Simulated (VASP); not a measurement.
# Te2Mo (P2_1/m) in VASP: notebook

The runs below take Te2Mo through single point, with PBE+D3(BJ), LDA, PBEsol, r2SCAN+D3(BJ).

Program: VASP 6.6.1. These are calculated values, not measurements. Logs are shortened: lines on timing, memory, paths and dates and some standing lists are left out, and cuts for length are marked.

### 1 The cell of the first run

It takes space group P2_1/m (No. 11, monoclinic). The conventional cell has a = 6.330 Å, b = 3.469 Å, c = 13.860 Å, α = 90.00°, β = 93.92°, γ = 90.00°. Te (site symmetry m) has 3 Mo at 2.79 to 2.81 Å and 8 Te at 3.47 to 3.70 Å within 3.7 Å. Within 3.7 Å of Te (site symmetry m) lie 3 Mo at 2.70 Å and 6 Te at 3.47 to 3.67 Å. Te (site symmetry m) has 3 Mo at 2.79 to 2.82 Å and 8 Te at 3.47 to 3.67 Å within 3.7 Å. Within 3.7 Å of Te (site symmetry m) lie 3 Mo at 2.70 to 2.71 Å and 6 Te at 3.47 to 3.70 Å. Within 3.6 Å of Mo (site symmetry m) lie 6 Te at 2.70 to 2.82 Å and 4 Mo at 2.89 to 3.47 Å. Mo (site symmetry m) has 6 Te at 2.70 to 2.81 Å and 4 Mo at 2.90 to 3.47 Å within 3.6 Å.

### 2 Single point, PBE+D3(BJ)

INCAR

```
ALGO     = Normal         # electronic algorithm
EDIFF    = 1E-7           # SCF threshold, eV
ENCUT    = 520            # plane-wave cutoff, eV
GGA      = PE             # functional
ISIF     = 2              # what is computed and relaxed
ISMEAR   = -1             # smearing method
IVDW     = 12             # dispersion correction
LASPH    = T              # aspherical terms in the spheres
LCHARG   = F              # write CHGCAR
LREAL    = F              # projectors in reciprocal space
LWAVE    = F              # write WAVECAR
NBANDS   = 64             # bands
NELM     = 60             # most SCF steps
PREC     = Accurate       # precision mode
SIGMA    = 0.05           # smearing width, eV
```

KPOINTS

```
k-points
0
Gamma
  4 8 2
```

POSCAR

```
Te2Mo
1.0
    6.3300000000      0.0000000000      0.0000000000
    0.0000000000      3.4690000000      0.0000000000
   -0.9467947088      0.0000000000     13.8276237937
Te Mo
8 4
Direct
    0.9437000000      0.7500000000      0.6045000000
    0.0563000000      0.2500000000      0.3955000000
    0.9030000000      0.2500000000      0.8514000000
    0.0970000000      0.7500000000      0.1486000000
    0.4112000000      0.7500000000      0.8955000000
    0.5888000000      0.2500000000      0.1045000000
    0.4432000000      0.2500000000      0.6484000000
    0.5568000000      0.7500000000      0.3516000000
    0.8167000000      0.7500000000      0.9926000000
    0.1833000000      0.2500000000      0.0074000000
    0.6819000000      0.2500000000      0.4934000000
    0.3181000000      0.7500000000      0.5066000000
```

Potentials or basis: VASP PAW PBE potentials, release 64 (Te, Mo_sv).

Command:

```sh
$ cat potpaw_PBE.64/Te/POTCAR potpaw_PBE.64/Mo_sv/POTCAR > POTCAR
$ mpirun -np 1 vasp_std > vasp.out
```

OUTCAR:

```text
EDIFF = 1E-7
   ENCUT = 520
   GGA = PE
   ISIF = 2
   ISMEAR = -1
   IVDW = 12
   LASPH = T
   LREAL = F
   NELM = 60
   PREC = Accurate
 IVDW          = 12

 ion  position               nearest neighbor table
   1  0.944  0.750  0.605-  11 2.79  11 2.79  12 2.81   2 3.49   2 3.49   7 3.62   7 3.62
   2  0.056  0.250  0.395-  12 2.79  12 2.79  11 2.81   1 3.49   1 3.49   8 3.62   8 3.62
   3  0.903  0.250  0.851-   9 2.70   9 2.70  10 2.70   5 3.65   5 3.65   5 3.67   5 3.67
   4  0.097  0.750  0.149-  10 2.70  10 2.70   9 2.70   6 3.65   6 3.65   6 3.67   6 3.67
   5  0.411  0.750  0.895-  10 2.79  10 2.79   9 2.82   6 3.50   6 3.50   3 3.65   3 3.65   3 3.67
                             3 3.67
   6  0.589  0.250  0.105-   9 2.79   9 2.79  10 2.82   5 3.50   5 3.50   4 3.65   4 3.65   4 3.67
                             4 3.67
   7  0.443  0.250  0.648-  12 2.70  12 2.70  11 2.71   1 3.62   1 3.62
   8  0.557  0.750  0.352-  11 2.70  11 2.70  12 2.71   2 3.62   2 3.62
   9  0.817  0.750  0.993-   3 2.70   3 2.70   4 2.70   6 2.79   6 2.79   5 2.82  10 2.89  10 2.89

  10  0.183  0.250  0.007-   4 2.70   4 2.70   3 2.70   5 2.79   5 2.79   6 2.82   9 2.89   9 2.89

  11  0.682  0.250  0.493-   8 2.70   8 2.70   7 2.71   1 2.79   1 2.79   2 2.81  12 2.90  12 2.90

  12  0.318  0.750  0.507-   7 2.70   7 2.70   8 2.71   2 2.79   2 2.79   1 2.81  11 2.90  11 2.90

  LATTYP: Found a simple monoclinic cell.
 ALAT       =     6.3300000000
 B/A-ratio  =     0.5480252765
 C/A-ratio  =     2.1895734597
 COS(beta)  =    -0.0683113066

  Lattice vectors:

 A1 = (   6.3300000000,   0.0000000000,   0.0000000000)
 A2 = (   0.0000000000,   3.4690000000,   0.0000000000)
 A3 = (  -0.9467947088,   0.0000000000,  13.8276237937)

Analysis of symmetry for initial positions (statically):
=====================================================================
 Subroutine PRICEL returns:
 Original cell was already a primitive cell.

 Routine SETGRP: Setting up the symmetry group for a
 simple monoclinic supercell.

 Subroutine GETGRP returns: Found  4 space group operations
 (whereof  2 operations were pure point group operations)
 out of a pool of  4 trial point group operations.

The static configuration has the point symmetry S_2 .
 The point group associated with its full space group is C_2h.

Analysis of symmetry for dynamics (positions and initial velocities):
=====================================================================
 Subroutine PRICEL returns:
 Original cell was already a primitive cell.

[... 141 lines left out ...]
   EMIN   =  10.00;   EMAX   =-10.00  energy-range for DOS
   EFERMI =   0.00;   METHOD = LEGACY
   ISMEAR =    -1;   SIGMA  =   0.05  broadening in eV -4-tet -1-fermi 0-gaus
   EFERMI_NEDOS =   21; number of points for ismear=-14 and -15
   IALGO  =     38    algorithm
   IMIX   =      4    mixing-type and parameters
     AMIX     =   0.40;   BMIX     =  1.00
     AMIX_MAG =   1.60;   BMIX_MAG =  1.00
  volume/ion in A,a.u.               =      25.30       170.75
  Fermi-wavevector in a.u.,A,eV,Ry     =   1.145427  2.164543 17.850885  1.312003
  Thomas-Fermi vector in A             =   2.282115
   LORBIT       =      0    0 simple, 1 ext, 2 COOP (PROOUT), +10 PAW based schemes
   GGA     = PE    functional components
   LHFCALC =     F    Hartree Fock is set to
   AEXX    =    0.0000 exact exchange contribution
   IVDW    =    12    specifies the selected vdW correction
   LEPSILON=     F    determine dielectric tensor
   LRPA    =     F    only Hartree local field effects (RPA)
 non-spin polarized calculation
  energy-cutoff  :      520.00
  volume of cell :      303.64
 maximum number of plane-waves:      8239
 NGX is ok and might be reduce to    48
   NGX = 23   NGY = 13   NGZ = 51

 number of electron     103.9999999 magnetization

 Free energy of the ion-electron system (eV)
  ---------------------------------------------------
  ext. energy  EPLUGINS =         0.00000000
  ---------------------------------------------------
  free energy    TOTEN  =       -71.80532508 eV

  energy without entropy =      -71.77015431  energy(sigma->0) =      -71.78773970

 E-fermi :   8.2377     XC(G=0): -10.3635

 val. band max:        8.2346179377   @ k =   0.0000   0.1250   0.0000
 cond. band min:       8.2421756608   @ k =   0.2500   0.1250   0.0000
 fundamental gap:      0.0075577231
 Fermi energy:         8.2377278098

 k-point     1 :       0.0000    0.0000    0.0000
  band No.  band energies     occupation
      1     -52.8447      2.00000
      2     -52.8202      2.00000
      3     -52.7877      2.00000
      4     -52.7619      2.00000
      5     -27.0995      2.00000
      6     -27.0782      2.00000
[... 1597 lines left out ...]
     63      10.5389      0.00000
     64      10.6724      0.00000

 [... further k-points ...]

------------------------ aborting loop because EDIFF is reached ----------------------------------------

 Edisp (eV)   -6.35217

 E8    (eV) :    -2.9305

  FORCE on cell =-STRESS in cart. coord.  units (eV):
  Direction    XX          YY          ZZ          XY          YZ          ZX
  --------------------------------------------------------------------------------------
  -------------------------------------------------------------------------------------
  Total      -1.05867    -1.76346    -1.71425     0.00000     0.00000     0.15522
  in kB      -5.58620    -9.30511    -9.04541     0.00000     0.00000     0.81901
  external pressure =       -7.98 kB  Pullay stress =        0.00 kB

 VOLUME and BASIS-vectors are now :
 -----------------------------------------------------------------------------
  energy-cutoff  :      520.00
  volume of cell :      303.64
      direct lattice vectors                 reciprocal lattice vectors
     6.330000000  0.000000000  0.000000000     0.157977883  0.000000000  0.010816943
     0.000000000  3.469000000  0.000000000     0.000000000  0.288267512  0.000000000
    -0.946794709  0.000000000 13.827623794     0.000000000  0.000000000  0.072319005

 POSITION                                       TOTAL-FORCE (eV/Angst)
 -----------------------------------------------------------------------------------
      5.40128      2.60175      8.35880         0.072351      0.000000      0.075317
     -0.01808      0.86725      5.46883        -0.072351      0.000000     -0.075317
      4.90989      0.86725     11.77284        -0.005520      0.000000     -0.157113
      0.47332      2.60175      2.05478         0.005520      0.000000      0.157113
      1.75504      2.60175     12.38264         0.054836      0.000000     -0.035365
      3.62816      0.86725      1.44499        -0.054836      0.000000      0.035365
      2.19155      0.86725      8.96583        -0.017122     -0.000000      0.115343
      3.19165      2.60175      4.86179         0.017122      0.000000     -0.115343
      4.22992      2.60175     13.72530         0.069250      0.000000      0.027754
      1.15328      0.86725      0.10232        -0.069250      0.000000     -0.027754
      3.84928      0.86725      6.82255        -0.161282      0.000000      0.039520
      1.53393      2.60175      7.00507         0.161282      0.000000     -0.039520
 -----------------------------------------------------------------------------------
    total drift:                               -0.000000      0.000000     -0.000000

  FREE ENERGIE OF THE ION-ELECTRON SYSTEM (eV)
  ---------------------------------------------------
  free  energy   TOTEN  =       -78.1574901715 eV

  energy  without entropy=      -78.1223194043  energy(sigma->0) =      -78.13990479
```

OSZICAR:

```text
N       E                     dE             d eps       ncg     rms          rms(c)
[... 14 lines left out ...]
DAV:  15    -0.718053393179E+02    0.50513E-04   -0.22579E-04  4928   0.492E-02    0.138E-01
DAV:  16    -0.718053363938E+02    0.29241E-05   -0.17989E-05  4784   0.119E-02    0.102E-01
DAV:  17    -0.718053329308E+02    0.34629E-05   -0.40848E-06  4600   0.707E-03    0.732E-02
DAV:  18    -0.718053261281E+02    0.68027E-05   -0.12861E-05  4952   0.130E-02    0.217E-02
DAV:  19    -0.718053256857E+02    0.44241E-06   -0.92042E-07  4120   0.318E-03    0.998E-03
DAV:  20    -0.718053253134E+02    0.37228E-06   -0.39523E-07  3512   0.212E-03    0.618E-03
DAV:  21    -0.718053250453E+02    0.26809E-06   -0.21128E-07  2688   0.175E-03    0.966E-04
DAV:  22    -0.718053250820E+02   -0.36674E-07   -0.68636E-08  2328   0.808E-04
   1 F= -.78157490E+02 E0= -.78139905E+02  d E =-.351708E-01
```

stdout:

```text
POSCAR found type information on POSCAR TeMo
 POSCAR found :  2 types and      12 ions
 scaLAPACK will be used
 LDA part: xc-table for (Slater+PW92), standard interpolation
 POSCAR, INCAR and KPOINTS ok, starting setup
 FFT: planning ... GRIDC
 FFT: planning ... GRID_SOFT
 FFT: planning ... GRID
 WAVECAR not read
 entering main loop
```

Run time: 7.9 min. Hardware: 1 thread of Intel Xeon 6975P-C (Granite Rapids), shared host; peak memory 0.66 GiB.

What came out:

- Free energy: -78.1575 eV
- Pressure: -0.8 GPa
- Largest force: 0.166 eV/Å
- Band gap on the k mesh: zero (bands 52 and 53 overlap by 0.19 eV)
- Dispersion energy per atom: -0.529 eV

Forces in eV/Å, atoms in the order of the input:
```
Te   0.072  0.000  0.075
Te  -0.072  0.000 -0.075
Te  -0.006  0.000 -0.157
Te   0.006  0.000  0.157
Te   0.055  0.000 -0.035
Te  -0.055  0.000  0.035
Te  -0.017  0.000  0.115
Te   0.017  0.000 -0.115
Mo   0.069  0.000  0.028
Mo  -0.069  0.000 -0.028
Mo  -0.161  0.000  0.040
Mo   0.161  0.000 -0.040
```

Caveat: spin-orbit coupling is left out, which moves the levels of the heavy elements.

(Part 1 of 2 ends here.)
